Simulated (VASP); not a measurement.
# Co (P6_3/mmc) in VASP: single point with PBEsol+D3(BJ)

Aim: the single point of Co with PBEsol+D3(BJ).

Program: VASP 6.6.1. These are calculated values, not measurements. Logs are shortened: lines on timing, memory, paths and dates and some standing lists are left out, and cuts for length are marked.

## 1. The cell of the first run

It takes space group P6_3/mmc (No. 194, hexagonal). The conventional cell has a = 2.435 Å, b = 2.435 Å, c = 3.937 Å, α = 90.00°, β = 90.00°, γ = 120.00°. Within 3.2 Å of Co (site symmetry -6m2) lie 12 Co at 2.42 to 2.43 Å.

## 2. Single point, PBEsol+D3(BJ), collinear spin, ferromagnetic start

File INCAR:

```
  ALGO = Normal
  EDIFF = 1E-6
  ENCUT = 690
  GGA = PS
  GGA_COMPAT = False
  ISIF = 2
  ISMEAR = -1
  ISPIN = 2
  IVDW = 12
  LASPH = True
  LCHARG = False
  LMAXMIX = 4
  LORBIT = 11
  LREAL = False
  LWAVE = False
  MAGMOM = 1.8 1.8
  NBANDS = 28
  NELM = 200
  PREC = Accurate
  SIGMA = 0.1
```

File KPOINTS:

```
k-points
0
Gamma
  14 14 8
```

File POSCAR:

```
Co
1.0
    2.4345074787      0.0000000000      0.0000000000
   -1.2172537393      2.1083453222      0.0000000000
    0.0000000000      0.0000000000      3.9374794151
Co
2
Direct
    0.6666666667      0.3333333333      0.2499990387
    0.3333333333      0.6666666667      0.7500009613
```

Potentials or basis: VASP PAW PBE potentials, release 64 (Co_sv).

Started as:

```console
> cat potpaw_PBE.64/Co_sv/POTCAR > POTCAR
> mpirun -np 1 vasp_std > vasp.out
```

OUTCAR:

```text
EDIFF = 1E-6
   ENCUT = 690
   GGA = PS
   ISIF = 2
   ISMEAR = -1
   ISPIN = 2
   IVDW = 12
   LASPH = True
   LORBIT = 11
   LREAL = False
   NELM = 200
   PREC = Accurate
 IVDW          = 12

 ion  position               nearest neighbor table
   1  0.667  0.333  0.250-   2 2.42   2 2.42   2 2.42   2 2.42   2 2.42   2 2.42
   2  0.333  0.667  0.750-   1 2.42   1 2.42   1 2.42   1 2.42   1 2.42   1 2.42

  LATTYP: Found a hexagonal cell.
 ALAT       =     2.4345074787
 C/A-ratio  =     1.6173618071

  Lattice vectors:

 A1 = (   2.4345074787,   0.0000000000,   0.0000000000)
 A2 = (  -1.2172537393,   2.1083453222,   0.0000000000)
 A3 = (   0.0000000000,   0.0000000000,   3.9374794151)

Analysis of symmetry for initial positions (statically):
=====================================================================
 Subroutine PRICEL returns:
 Original cell was already a primitive cell.

 Routine SETGRP: Setting up the symmetry group for a
 hexagonal supercell.

 Subroutine GETGRP returns: Found 24 space group operations
 (whereof 12 operations were pure point group operations)
 out of a pool of 24 trial point group operations.

The static configuration has the point symmetry D_3d.
 The point group associated with its full space group is D_6h.

Analysis of symmetry for dynamics (positions and initial velocities):
=====================================================================
 Subroutine PRICEL returns:
 Original cell was already a primitive cell.

 Routine SETGRP: Setting up the symmetry group for a
 hexagonal supercell.

 Subroutine GETGRP returns: Found 24 space group operations
 (whereof 12 operations were pure point group operations)
 out of a pool of 24 trial point group operations.

The dynamic configuration has the point symmetry D_3d.
 The point group associated with its full space group is D_6h.

Analysis of structural, dynamic, and magnetic symmetry:
=====================================================================
 Subroutine PRICEL returns:
 Original cell was already a primitive cell.

 Routine SETGRP: Setting up the symmetry group for a
 hexagonal supercell.

 Subroutine GETGRP returns: Found 24 space group operations
 (whereof 12 operations were pure point group operations)
 out of a pool of 24 trial point group operations.

The overall configuration has the point symmetry D_3d.
 The point group associated with its full space group is D_6h.

 Subroutine INISYM returns: Found 24 space group operations
 (whereof 12 operations are pure point group operations),
 and found     1 'primitive' translations

----------------------------------------------------------------------------------------

                                     Primitive cell

  volume of cell :      20.2102

  direct lattice vectors                    reciprocal lattice vectors
     2.434507479  0.000000000  0.000000000     0.410760702  0.237152802  0.000000000
    -1.217253739  2.108345322  0.000000000     0.000000000  0.474305603  0.000000000
     0.000000000  0.000000000  3.937479415     0.000000000  0.000000000  0.253969582

  length of vectors
     2.434507479  2.434507479  3.937479415     0.474305603  0.474305603  0.253969582

  position of ions in fractional coordinates (direct lattice)
     0.666666667  0.333333333  0.249999039
     0.333333333  0.666666667  0.750000961

  ion indices of the primitive-cell ions
   primitive index   ion index
                 1           1
                 2           2

----------------------------------------------------------------------------------------

 KPOINTS: k-points

Automatic generation of k-mesh.
 Grid dimensions read from file:
 generate k-points for:   14   14    8

 Generating k-lattice:

  Cartesian coordinates                     Fractional coordinates (reciprocal lattice)
     0.029340050  0.016939486  0.000000000     0.071428571  0.000000000  0.000000000
     0.000000000  0.033878972  0.000000000     0.000000000  0.071428571  0.000000000
     0.000000000  0.000000000  0.031746198     0.000000000  0.000000000  0.125000000

  Length of vectors
     0.033878972  0.033878972  0.031746198

  Shift w.r.t. Gamma in fractional coordinates (k-lattice)
     0.000000000  0.000000000  0.000000000

 Subroutine IBZKPT returns following result:
 ===========================================

 Found    120 irreducible k-points:

 Following reciprocal coordinates:
            Coordinates               Weight
  0.000000  0.000000  0.000000      1.000000
  0.071429  0.000000  0.000000      6.000000
  0.142857  0.000000  0.000000      6.000000
  0.214286  0.000000  0.000000      6.000000
  0.285714  0.000000  0.000000      6.000000
  0.357143  0.000000  0.000000      6.000000
[... 16 lines left out ...]
  0.285714  0.285714  0.000000      6.000000
  0.357143  0.285714  0.000000      6.000000
 [... further k-points ...]
   k-points           NKPTS =    120   k-points in BZ     NKDIM =    120   number of bands    NBANDS=     28
   number of dos      NEDOS =    301   number of ions     NIONS =      2
   total plane-waves  NPLWV =  20736
   dimension x,y,z NGX =    24 NGY =   24 NGZ =   36
   dimension x,y,z NGXF=    48 NGYF=   48 NGZF=   72
   ions per type =               2
   NGX,Y,Z   is equivalent  to a cutoff of  16.39, 16.39, 15.20 a.u.
   NGXF,Y,Z  is equivalent  to a cutoff of  32.78, 32.78, 30.40 a.u.
 SYSTEM =  unknown system
   PREC   = accura    normal or accurate (medium, high low for compatibility)
   ISTART =      0    job   : 0-new  1-cont  2-samecut
   ICHARG =      2    charge: 1-file 2-atom 10-const
   ISPIN  =      2    spin polarized calculation?
   LNONCOLLINEAR =      F non collinear calculations
   LSORBIT =      F    spin-orbit coupling
   LASPH  =      T    aspherical Exc in radial PAW
   ENCUT  =  690.0 eV  50.71 Ry    7.12 a.u.   5.21  5.21  8.43*2*pi/ulx,y,z
   NELM   =    200;   NELMIN=  2; NELMDL= -5     # of ELM steps
   EDIFF  = 0.1E-05   stopping-criterion for ELM
   LREAL  =      F    real-space projection
   EDIFFG = 0.1E-04   stopping-criterion for IOM
   NSW    =      0    number of steps for IOM
   IBRION =     -1    ionic relax: 0-MD 1-quasi-New 2-CG
   NFREE  =      0    steps in history (QN), initial steepest desc. (CG)
   ISIF   =      2    stress and relaxation
   ISYM   =      2    0-nonsym 1-usesym 2-fastsym
   POTIM  = 0.5000    time-step for ionic-motion
   TEBEG  =    0.0;   TEEND  =   0.0 temperature during run
   PSTRESS=    0.0 pullay stress
   NELECT =      34.0000    total number of electrons
   NUPDOWN=      -1.0000    fix difference up-down
   EMIN   =  10.00;   EMAX   =-10.00  energy-range for DOS
   EFERMI =   0.00;   METHOD = LEGACY
   ISMEAR =    -1;   SIGMA  =   0.10  broadening in eV -4-tet -1-fermi 0-gaus
   EFERMI_NEDOS =   21; number of points for ismear=-14 and -15
   IALGO  =     38    algorithm
   IMIX   =      4    mixing-type and parameters
     AMIX     =   0.40;   BMIX     =  1.00
     AMIX_MAG =   1.60;   BMIX_MAG =  1.00
  volume/ion in A,a.u.               =      10.11        68.19
  Fermi-wavevector in a.u.,A,eV,Ry     =   1.947051  3.679394 51.579811  3.791009
  Thomas-Fermi vector in A             =   2.975381
   LORBIT       =     11    0 simple, 1 ext, 2 COOP (PROOUT), +10 PAW based schemes
   GGA     = PS    functional components
   LHFCALC =     F    Hartree Fock is set to
   AEXX    =    0.0000 exact exchange contribution
   IVDW    =    12    specifies the selected vdW correction
   LEPSILON=     F    determine dielectric tensor
   LRPA    =     F    only Hartree local field effects (RPA)
 spin polarized calculation
  energy-cutoff  :      690.00
  volume of cell :       20.21
 maximum number of plane-waves:       848
 NGX is ok and might be reduce to    24
   NGX = 11   NGY = 11   NGZ = 17

 number of electron      33.9999980 magnetization       3.0497642

 Free energy of the ion-electron system (eV)
  ---------------------------------------------------
  ext. energy  EPLUGINS =         0.00000000
  ---------------------------------------------------
  free energy    TOTEN  =       -15.65138409 eV

  energy without entropy =      -15.59278880  energy(sigma->0) =      -15.62208644

 E-fermi :  12.9879     XC(G=0): -14.5582

 val. band max:       12.9833979238   @ k =   0.2143   0.1429   0.3750
 cond. band min:      12.9899428053   @ k =   0.2143   0.0000   0.1250
 fundamental gap:      0.0065448815
 Fermi energy:        12.9878943076

 spin component 1

 k-point     1 :       0.0000    0.0000    0.0000
  band No.  band energies     occupation
      1     -82.7851      1.00000
      2     -82.7065      1.00000
      3     -46.3576      1.00000
      4     -45.9925      1.00000
      5     -45.9925      1.00000
      6     -45.9314      1.00000
[... 20 lines left out ...]
     27      39.8233      0.00000
     28      39.8233      0.00000
[... 683 lines left out ...]
 k-point    24 :       0.3571    0.2857    0.0000
  band No.  band energies     occupation
      1     -82.6953      1.00000
      2     -82.6889      1.00000
      3     -46.2448      1.00000
      4     -46.1798      1.00000
      5     -46.1740      1.00000
      6     -46.1146      1.00000
[... 20 lines left out ...]
     27      30.7251      0.00000
     28      46.6381      0.00000

 [... further k-points ...]

 spin component 2

 k-point     1 :       0.0000    0.0000    0.0000
  band No.  band energies     occupation
      1     -80.8548      1.00000
      2     -80.7709      1.00000
      3     -44.4906      1.00000
      4     -44.1076      1.00000
      5     -44.1076      1.00000
      6     -44.0424      1.00000
[... 20 lines left out ...]
     27      40.2021      0.00000
     28      40.2021      0.00000
[... 683 lines left out ...]
 k-point    24 :       0.3571    0.2857    0.0000
  band No.  band energies     occupation
      1     -80.7589      1.00000
      2     -80.7521      1.00000
      3     -44.3806      1.00000
      4     -44.3103      1.00000
      5     -44.3039      1.00000
      6     -44.2272      1.00000
[... 20 lines left out ...]
     27      31.1091      0.00000
     28      46.8414      0.00000

 [... further k-points ...]

------------------------ aborting loop because EDIFF is reached ----------------------------------------

 Edisp (eV)   -0.81733

 E8    (eV) :    -0.5410

  FORCE on cell =-STRESS in cart. coord.  units (eV):
  Direction    XX          YY          ZZ          XY          YZ          ZX
  --------------------------------------------------------------------------------------
  -------------------------------------------------------------------------------------
  Total      -0.19663    -0.19663    -0.19680    -0.00000     0.00000     0.00000
  in kB     -15.58783   -15.58783   -15.60106    -0.00000     0.00000     0.00000
  external pressure =      -15.59 kB  Pullay stress =        0.00 kB

 VOLUME and BASIS-vectors are now :
 -----------------------------------------------------------------------------
  energy-cutoff  :      690.00
  volume of cell :       20.21
      direct lattice vectors                 reciprocal lattice vectors
     2.434507479  0.000000000  0.000000000     0.410760702  0.237152802  0.000000000
    -1.217253739  2.108345322  0.000000000     0.000000000  0.474305603  0.000000000
     0.000000000  0.000000000  3.937479415     0.000000000  0.000000000  0.253969582

 POSITION                                       TOTAL-FORCE (eV/Angst)
 -----------------------------------------------------------------------------------
      1.21725      0.70278      0.98437         0.000000      0.000000     -0.000000
     -0.00000      1.40556      2.95311        -0.000000      0.000000      0.000000
 -----------------------------------------------------------------------------------
    total drift:                                0.005273     -0.003045      0.007180

  FREE ENERGIE OF THE ION-ELECTRON SYSTEM (eV)
  ---------------------------------------------------
  free  energy   TOTEN  =       -16.4687180110 eV

  energy  without entropy=      -16.4101227224  energy(sigma->0) =      -16.43942037

 total charge

# of ion       s       p       d       tot
------------------------------------------
    1        2.262   6.139   6.711  15.112
    2        2.262   6.139   6.711  15.112
--------------------------------------------------
tot          4.524  12.279  13.422  30.224

 magnetization (x)

# of ion       s       p       d       tot
------------------------------------------
    1       -0.005  -0.014   1.600   1.580
    2       -0.005  -0.014   1.600   1.580
--------------------------------------------------
tot         -0.011  -0.028   3.200   3.161
```

It took 3.1 min on 1 thread of Intel Xeon Platinum 8259CL at 2.50GHz (Skylake/Cascade Lake), shared host; peak memory 0.27 GiB.

What came out:

* Free energy: -16.4687 eV
* Pressure: -1.6 GPa
* Net moment: 3.05 μB per cell
* Site moments: Co +1.58 μB
* Valence electrons inside the program's atomic spheres: Co 15.11
* Dispersion energy per atom: -0.409 eV

Levels at points of the mesh, in eV from the Fermi level:
Spin up:
| k point | band 16 | band 17 | band 18 | band 19 | band 20 | band 21 |
| --- | --- | --- | --- | --- | --- | --- |
| (0.00, 0.00, 0.00) | -1.91 | -1.91 | -0.67 | -0.67 | -0.25 | 6.97 |
| (0.50, 0.00, 0.00) | -0.52 | -0.41 | -0.35 | 1.50 | 3.66 | 10.17 |
| (0.00, 0.00, 0.50) | -2.74 | -1.02 | -1.02 | -1.02 | -1.02 | 15.73 |
| (0.50, 0.00, 0.50) | -0.99 | -0.41 | -0.41 | 1.64 | 1.64 | 7.88 |
Spin down:
```tsv
k point	band 12	band 13	band 14	band 15	band 16	band 17	band 18	band 19
(0.00, 0.00, 0.00)	-1.13	-1.13	-0.72	-0.72	-0.24	-0.24	-0.22	1.12
(0.50, 0.00, 0.00)	-2.05	-1.30	-1.20	-0.74	1.27	1.42	1.45	2.74
(0.00, 0.00, 0.50)	-1.76	-1.20	-1.20	-1.20	-1.20	0.74	0.74	0.74
(0.50, 0.00, 0.50)	-2.69	-0.12	-0.12	0.21	0.21	1.38	1.38	2.34
```

Caveat: the PAW data sets were made with another functional, which shifts forces and pressure a little.
